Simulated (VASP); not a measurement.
# Si (Fd-3m) in VASP: a series of runs

The runs below take Si through single point, with PBE.

All numbers are computed with VASP 6.6.1; they aren't measurements. Logs are shortened: lines on timing, memory, paths and dates and some standing lists are left out, and cuts for length are marked.

**1. The cell of the first run**

The structure is cubic, space group Fd-3m (No. 227). Conventional cell: a = 5.282 Å, b = 5.282 Å, c = 5.282 Å, α = 90.00°, β = 90.00°, γ = 90.00°. Within 3.0 Å of Si (site symmetry -43m) lie 4 Si at 2.29 Å.

**2. Single point, PBE**

INCAR

```
PREC = Accurate
ENCUT = 500
EDIFF = 1E-6
ISMEAR = 0
SIGMA = 0.01
LREAL = False
LASPH = True
NELM = 120
ALGO = Normal
ISIF = 2
LWAVE = False
LCHARG = False
GGA = PE
NBANDS = 11
GGA_COMPAT = False
```

KPOINTS

```
Automatic mesh
0
Gamma
  6 6 6
```

POSCAR

```
Si
1.0
    0.0000000000      2.6410649576      2.6410649576
    2.6410649576      0.0000000000      2.6410649576
    2.6410649576      2.6410649576      0.0000000000
Si
2
Direct
    0.0000000000      0.0000000000      0.0000000000
    0.2500000000      0.2500000000      0.2500000000
```

Potentials or basis: VASP PAW PBE potentials, release 64 (Si).

Started as:

```bash
> cat potpaw_PBE.64/Si/POTCAR > POTCAR
> mpirun -np 1 vasp_std > vasp.out
```

OUTCAR:

```text
PREC = Accurate
   ENCUT = 500
   EDIFF = 1E-6
   ISMEAR = 0
   LREAL = False
   LASPH = True
   NELM = 120
   ISIF = 2
   GGA = PE

 ion  position               nearest neighbor table
   1  0.000  0.000  0.000-   2 2.29   2 2.29   2 2.29   2 2.29
   2  0.250  0.250  0.250-   1 2.29   1 2.29   1 2.29   1 2.29

  LATTYP: Found a face centered cubic cell.
 ALAT       =     5.2821299152

  Lattice vectors:

 A1 = (   0.0000000000,   2.6410649576,   2.6410649576)
 A2 = (   2.6410649576,   0.0000000000,   2.6410649576)
 A3 = (   2.6410649576,   2.6410649576,   0.0000000000)

Analysis of symmetry for initial positions (statically):
=====================================================================
 Subroutine PRICEL returns:
 Original cell was already a primitive cell.

 Routine SETGRP: Setting up the symmetry group for a
 face centered cubic supercell.

 Subroutine GETGRP returns: Found 48 space group operations
 (whereof 24 operations were pure point group operations)
 out of a pool of 48 trial point group operations.

The static configuration has the point symmetry T_d .
 The point group associated with its full space group is O_h .

Analysis of symmetry for dynamics (positions and initial velocities):
=====================================================================
 Subroutine PRICEL returns:
 Original cell was already a primitive cell.

 Routine SETGRP: Setting up the symmetry group for a
 face centered cubic supercell.

 Subroutine GETGRP returns: Found 48 space group operations
 (whereof 24 operations were pure point group operations)
 out of a pool of 48 trial point group operations.

The dynamic configuration has the point symmetry T_d .
 The point group associated with its full space group is O_h .

 Subroutine INISYM returns: Found 48 space group operations
 (whereof 24 operations are pure point group operations),
 and found     1 'primitive' translations

----------------------------------------------------------------------------------------

                                     Primitive cell

  volume of cell :      36.8440

  direct lattice vectors                    reciprocal lattice vectors
     0.000000000  2.641064958  2.641064958    -0.189317570  0.189317570  0.189317570
     2.641064958  0.000000000  2.641064958     0.189317570 -0.189317570  0.189317570
     2.641064958  2.641064958  0.000000000     0.189317570  0.189317570 -0.189317570

  length of vectors
     3.735029882  3.735029882  3.735029882     0.327907650  0.327907650  0.327907650

  position of ions in fractional coordinates (direct lattice)
     0.000000000  0.000000000  0.000000000
     0.250000000  0.250000000  0.250000000

  ion indices of the primitive-cell ions
   primitive index   ion index
                 1           1
                 2           2

----------------------------------------------------------------------------------------

 KPOINTS: Automatic mesh

Automatic generation of k-mesh.
 Grid dimensions read from file:
 generate k-points for:    6    6    6

 Generating k-lattice:

  Cartesian coordinates                     Fractional coordinates (reciprocal lattice)
    -0.031552928  0.031552928  0.031552928     0.166666667  0.000000000  0.000000000
     0.031552928 -0.031552928  0.031552928     0.000000000  0.166666667  0.000000000
     0.031552928  0.031552928 -0.031552928     0.000000000  0.000000000  0.166666667

  Length of vectors
     0.054651275  0.054651275  0.054651275

  Shift w.r.t. Gamma in fractional coordinates (k-lattice)
     0.000000000  0.000000000  0.000000000

 Subroutine IBZKPT returns following result:
 ===========================================

 Found     16 irreducible k-points:

 Following reciprocal coordinates:
            Coordinates               Weight
  0.000000  0.000000  0.000000      1.000000
  0.166667  0.000000  0.000000      8.000000
  0.333333  0.000000  0.000000      8.000000
  0.500000  0.000000  0.000000      4.000000
  0.166667  0.166667  0.000000      6.000000
  0.333333  0.166667  0.000000     24.000000
[... 8 lines left out ...]
 -0.333333  0.333333  0.166667     24.000000
 -0.333333  0.500000  0.166667     12.000000
   k-points           NKPTS =     16   k-points in BZ     NKDIM =     16   number of bands    NBANDS=     11
   number of dos      NEDOS =    301   number of ions     NIONS =      2
   total plane-waves  NPLWV =  21952
   dimension x,y,z NGX =    28 NGY =   28 NGZ =   28
   dimension x,y,z NGXF=    56 NGYF=   56 NGZF=   56
   ions per type =               2
   NGX,Y,Z   is equivalent  to a cutoff of  12.46, 12.46, 12.46 a.u.
   NGXF,Y,Z  is equivalent  to a cutoff of  24.93, 24.93, 24.93 a.u.
 SYSTEM =  unknown system
   PREC   = accura    normal or accurate (medium, high low for compatibility)
   ISTART =      0    job   : 0-new  1-cont  2-samecut
   ICHARG =      2    charge: 1-file 2-atom 10-const
   ISPIN  =      1    spin polarized calculation?
   LNONCOLLINEAR =      F non collinear calculations
   LSORBIT =      F    spin-orbit coupling
   LASPH  =      T    aspherical Exc in radial PAW
   ENCUT  =  500.0 eV  36.75 Ry    6.06 a.u.   6.81  6.81  6.81*2*pi/ulx,y,z
   NELM   =    120;   NELMIN=  2; NELMDL= -5     # of ELM steps
   EDIFF  = 0.1E-05   stopping-criterion for ELM
   LREAL  =      F    real-space projection
   EDIFFG = 0.1E-04   stopping-criterion for IOM
   NSW    =      0    number of steps for IOM
   IBRION =     -1    ionic relax: 0-MD 1-quasi-New 2-CG
   NFREE  =      0    steps in history (QN), initial steepest desc. (CG)
   ISIF   =      2    stress and relaxation
   ISYM   =      2    0-nonsym 1-usesym 2-fastsym
   POTIM  = 0.5000    time-step for ionic-motion
   TEBEG  =    0.0;   TEEND  =   0.0 temperature during run
   PSTRESS=    0.0 pullay stress
   NELECT =       8.0000    total number of electrons
   NUPDOWN=      -1.0000    fix difference up-down
   EMIN   =  10.00;   EMAX   =-10.00  energy-range for DOS
   EFERMI =   0.00;   METHOD = LEGACY
   ISMEAR =     0;   SIGMA  =   0.01  broadening in eV -4-tet -1-fermi 0-gaus
   EFERMI_NEDOS =   21; number of points for ismear=-14 and -15
   IALGO  =     38    algorithm
   IMIX   =      4    mixing-type and parameters
     AMIX     =   0.40;   BMIX     =  1.00
     AMIX_MAG =   1.60;   BMIX_MAG =  1.00
  volume/ion in A,a.u.               =      18.42       124.32
  Fermi-wavevector in a.u.,A,eV,Ry     =   0.983971  1.859436 13.173153  0.968199
  Thomas-Fermi vector in A             =   2.115169
   LORBIT       =      0    0 simple, 1 ext, 2 COOP (PROOUT), +10 PAW based schemes
   GGA     = PE    functional components
   LHFCALC =     F    Hartree Fock is set to
   AEXX    =    0.0000 exact exchange contribution
   IVDW    =     0    specifies the selected vdW correction
   LEPSILON=     F    determine dielectric tensor
   LRPA    =     F    only Hartree local field effects (RPA)
 non-spin polarized calculation
 Gauss-broadening in eV      SIGMA  =   0.01
  energy-cutoff  :      500.00
  volume of cell :       36.84
 maximum number of plane-waves:       941
   NGX = 13   NGY = 13   NGZ = 13

 number of electron       8.0000000 magnetization

 Free energy of the ion-electron system (eV)
  ---------------------------------------------------
  ext. energy  EPLUGINS =         0.00000000
  ---------------------------------------------------
  free energy    TOTEN  =       -10.69068780 eV

  energy without entropy =      -10.69068780  energy(sigma->0) =      -10.69068780

 E-fermi :   6.7932     XC(G=0):  -9.7338

 val. band max:        6.7094045389   @ k =   0.0000   0.0000   0.0000
 cond. band min:       7.2362855650   @ k =   0.5000   0.5000   0.0000
 fundamental gap:      0.5268810261
 Fermi energy:         6.7931686952

 k-point     1 :       0.0000    0.0000    0.0000
  band No.  band energies     occupation
      1      -5.8440      2.00000
      2       6.7094      2.00000
      3       6.7094      2.00000
      4       6.7094      2.00000
      5       9.3007      0.00000
      6       9.3007      0.00000
      7       9.3007      0.00000
      8      11.0709      0.00000
      9      14.4611      0.00000
     10      14.4611      0.00000
     11      15.0090      0.00000

 k-point     2 :       0.1667    0.0000    0.0000
  band No.  band energies     occupation
      1      -5.4558      2.00000
      2       4.2510      2.00000
      3       6.2230      2.00000
      4       6.2230      2.00000
      5       9.3062      0.00000
      6       9.9952      0.00000
      7       9.9952      0.00000
      8      12.9487      0.00000
      9      13.7832      0.00000
     10      13.7832      0.00000
     11      16.1574      0.00000

 k-point     3 :       0.3333    0.0000    0.0000
  band No.  band energies     occupation
      1      -4.3571      2.00000
      2       1.1119      2.00000
      3       5.6441      2.00000
      4       5.6441      2.00000
      5       8.7626      0.00000
      6      10.2177      0.00000
      7      10.2177      0.00000
      8      14.8115      0.00000
      9      14.8115      0.00000
     10      14.8461      0.00000
     11      16.5170      0.00000

 k-point     4 :       0.5000    0.0000    0.0000
  band No.  band energies     occupation
      1      -3.2924      2.00000
      2      -0.6731      2.00000
      3       5.4387      2.00000
      4       5.4387      2.00000
      5       8.5433      0.00000
      6       9.9945      0.00000
      7       9.9945      0.00000
      8      14.5326      0.00000
      9      17.4685      0.00000
     10      17.4685      0.00000
     11      18.5609      0.00000

 k-point     5 :       0.1667    0.1667    0.0000
  band No.  band energies     occupation
      1      -5.3242      2.00000
      2       4.7358      2.00000
      3       5.4066      2.00000
      4       5.4066      2.00000
      5       8.3745      0.00000
      6      11.2314      0.00000
      7      11.2314      0.00000
      8      11.2560      0.00000
      9      13.9092      0.00000
     10      15.0307      0.00000
     11      16.9251      0.00000
[... 99 lines left out ...]
 k-point    13 :       0.5000    0.5000    0.0000
  band No.  band energies     occupation
      1      -1.3875      2.00000
      2      -1.3875      2.00000
      3       3.6332      2.00000
      4       3.6332      2.00000
      5       7.2363      0.00000
      6       7.2363      0.00000
      7      17.5548      0.00000
      8      17.5548      0.00000
      9      17.9466      0.00000
     10      17.9466      0.00000
     11      19.5508      0.00000

 k-point    14 :       0.5000    0.3333    0.1667
  band No.  band energies     occupation
      1      -3.3744      2.00000
      2       0.9257      2.00000
      3       2.8261      2.00000
      4       4.2117      2.00000
      5       9.5901      0.00000
      6      10.3593      0.00000
      7      11.1910      0.00000
      8      14.0990      0.00000
      9      16.1095      0.00000
     10      17.0972      0.00000
     11      20.2901      0.00000

 k-point    15 :      -0.3333    0.3333    0.1667
  band No.  band energies     occupation
      1      -2.2852      2.00000
      2      -0.3920      2.00000
      3       2.3678      2.00000
      4       3.6911      2.00000
      5      10.0113      0.00000
      6      10.4138      0.00000
      7      12.9577      0.00000
      8      13.5526      0.00000
      9      14.6523      0.00000
     10      18.2597      0.00000
     11      19.3083      0.00000

 k-point    16 :      -0.3333    0.5000    0.1667
  band No.  band energies     occupation
      1      -1.2381      2.00000
      2      -1.2381      2.00000
      3       2.7261      2.00000
      4       2.7261      2.00000
      5       9.4339      0.00000
      6       9.4339      0.00000
      7      13.7729      0.00000
      8      13.7729      0.00000
      9      17.7919      0.00000
     10      17.7919      0.00000
     11      20.3569      0.00000

------------------------ aborting loop because EDIFF is reached ----------------------------------------

  FORCE on cell =-STRESS in cart. coord.  units (eV):
  Direction    XX          YY          ZZ          XY          YZ          ZX
  --------------------------------------------------------------------------------------
  -------------------------------------------------------------------------------------
  Total        2.6867238      2.6867238      2.6867238      0.0000000      0.0000000      0.0000000
  in kB      116.8332220    116.8332220    116.8332220      0.0000000      0.0000000      0.0000000
  external PRESSURE =     116.8332220 kB  Pullay stress =       0.0000000 kB

 VOLUME and BASIS-vectors are now :
 -----------------------------------------------------------------------------
  energy-cutoff  :      500.00
  volume of cell :       36.84
      direct lattice vectors                 reciprocal lattice vectors
     0.000000000  2.641064958  2.641064958    -0.189317570  0.189317570  0.189317570
     2.641064958  0.000000000  2.641064958     0.189317570 -0.189317570  0.189317570
     2.641064958  2.641064958  0.000000000     0.189317570  0.189317570 -0.189317570

 POSITION                                       TOTAL-FORCE (eV/Angst)
 -----------------------------------------------------------------------------------
      0.00000      0.00000      0.00000         0.000000     -0.000000      0.000000
      1.32053      1.32053      1.32053        -0.000000      0.000000     -0.000000
 -----------------------------------------------------------------------------------
    total drift:                                0.000000      0.000000     -0.000000

  FREE ENERGIE OF THE ION-ELECTRON SYSTEM (eV)
  ---------------------------------------------------
  free  energy   TOTEN  =       -10.6906877954 eV

  energy  without entropy=      -10.6906877954  energy(sigma->0) =      -10.69068780
```

Wall time 11 s (1 thread of AMD EPYC 7R13, shared host); peak memory 0.11 GiB.

What came out:

- Free energy: -10.6907 eV
- Pressure: 11.7 GPa
- Band gap on the k mesh: 0.53 eV, indirect (least direct gap 2.59 eV)

**3. Single point, PBE**

This run uses another cell than the first one, of 19.22 Å³/atom, 1.043 times its volume.

INCAR

```
ALGO = Normal
EDIFF = 1E-6
ENCUT = 500
GGA = PE
GGA_COMPAT = F
ISIF = 2
ISMEAR = 0
LASPH = T
LCHARG = T
LELF = T
LREAL = F
LVHAR = T
LWAVE = F
NBANDS = 11
NELM = 120
PREC = Accurate
SIGMA = 0.01
```

KPOINTS

```
k-points
0
Gamma
  6 6 6
```

POSCAR

```
Si
1.0
    0.0000000000      2.6787995551      2.6787995551
    2.6787995551      0.0000000000      2.6787995551
    2.6787995551      2.6787995551      0.0000000000
Si
2
Direct
    0.0000000000      0.0000000000      0.0000000000
    0.2500000000      0.2500000000      0.2500000000
```

Potentials or basis: VASP PAW PBE potentials, release 64 (Si).

Started as:

```bash
> cat potpaw_PBE.64/Si/POTCAR > POTCAR
> mpirun -np 1 vasp_std > vasp.out
```

Run time: 13 s. Hardware: 1 thread of AMD EPYC 7R13, shared host; peak memory 0.11 GiB.

Results (log left out):

```
Free energy            : -10.7799 eV
Pressure               : 6.3 GPa
Band gap on the k mesh : 0.62 eV, indirect (least direct gap 2.58 eV)
```

Levels at points of the mesh, in eV from the valence-band top:
```
           k point  band 2  band 3  band 4  band 5  band 6  band 7
(0.00, 0.00, 0.00)    0.00    0.00    0.00    2.58    2.58    2.58
(0.50, 0.00, 0.00)   -7.16   -1.23   -1.23    1.68    3.31    3.31
(0.50, 0.50, 0.00)   -7.95   -2.96   -2.96    0.62    0.62   10.47
```

**4. Single point, PBE**

This run uses another cell than the first one, of 20.82 Å³/atom, 1.130 times its volume.

INCAR

```
SYSTEM = Si
PREC = Accurate
ENCUT = 500
EDIFF = 1E-6
ISMEAR = 0
SIGMA = 0.01
LREAL = .False.
LASPH = .True.
NELM = 120
ALGO = Normal
ISIF = 2
LWAVE = .False.
LCHARG = .False.
GGA = PE
NBANDS = 11
GGA_COMPAT = .False.
```

KPOINTS

```
Automatic mesh
0
Gamma
  6 6 6
  0 0 0
```

POSCAR

```
Si
1.0
    0.0000000000      2.7512343611      2.7512343611
    2.7512343611      0.0000000000      2.7512343611
    2.7512343611      2.7512343611      0.0000000000
Si
2
Direct
    0.0000000000      0.0000000000      0.0000000000
    0.2500000000      0.2500000000      0.2500000000
```

Started as:

```bash
> cat potpaw_PBE.64/Si/POTCAR > POTCAR
> mpirun -np 1 vasp_std > vasp.out
```

Wall time 9.6 s (1 thread of AMD EPYC 7R13, shared host); peak memory 0.11 GiB.

Results (log left out):

- Free energy: -10.8228 eV
- Pressure: -1.5 GPa
- Band gap on the k mesh: 0.78 eV, indirect (least direct gap 2.55 eV)

Levels at points of the mesh, in eV from the valence-band top:
| k point | band 2 | band 3 | band 4 | band 5 | band 6 | band 7 |
| --- | --- | --- | --- | --- | --- | --- |
| (0.00, 0.00, 0.00) | 0.00 | 0.00 | 0.00 | 2.55 | 2.55 | 2.55 |
| (0.50, 0.00, 0.00) | -6.79 | -1.16 | -1.16 | 1.40 | 3.35 | 3.35 |
| (0.50, 0.50, 0.00) | -7.69 | -2.75 | -2.75 | 0.78 | 0.78 | 9.78 |

A k mesh can miss the band edges. A hybrid or GW would open this gap; PBE tends to underestimate it.

**5. Overview**

```tsv
cell	gap on the mesh (eV)	pressure (GPa)
a = 3.735 Å, angles 60.0°, 2 atoms	0.53	11.7
a = 3.788 Å, angles 60.0°, 2 atoms	0.62	6.3
a = 3.891 Å, angles 60.0°, 2 atoms	0.78	-1.5
```

Alike in all rows: task single point; level PBE; potentials or basis VASP PAW PBE potentials, release 64 (Si); no spin polarisation; k mesh 6 × 6 × 6; cutoff (eV) 500; smearing gaussian 0.01 eV.

Total energies depend on the potentials used, so only differences within one code and one set of settings carry meaning.
